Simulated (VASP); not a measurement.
A run of VASP 6.6.1:

The input INCAR:

```
SYSTEM = C
PREC = Accurate
ENCUT = 600
EDIFF = 1E-6
ISMEAR = -1
SIGMA = 0.05
LREAL = .FALSE.
LASPH = .TRUE.
NELM = 80
ALGO = Normal
ISIF = 3
LWAVE = .FALSE.
LCHARG = .FALSE.
GGA = PE
IBRION = 2
NSW = 60
EDIFFG = -0.01
```

KPOINTS

```
regular mesh
0
G
  6 6 20
  0 0 0
```

Contents of POSCAR:

```
C
1.0
    4.2551700000      0.0000000000      0.0000000000
    0.0000000000      4.2551700000      0.0000000000
    0.0000000000      0.0000000000      1.2822900000
C
1
Direct
    0.5000000000      0.5000000000      0.5000000000
```

Potentials or basis: VASP PAW PBE potentials, release 64 (C).

The run is started by

```bash
$ cat potpaw_PBE.64/C/POTCAR > POTCAR
$ mpirun -np 1 vasp_std > vasp.out
```

Hardware: 1 thread of Intel(R) Xeon(R) Platinum 8259CL CPU @ 2.50GHz (Skylake/Cascade Lake) (shared host).

How long does it take, and how much memory?

Run time: 93 s on 1 thread of Intel(R) Xeon(R) Platinum 8259CL CPU @ 2.50GHz (Skylake/Cascade Lake), on a shared host, peak memory 0.14 GiB. Counts: scf iterations 147, k points 110, ion steps 26.
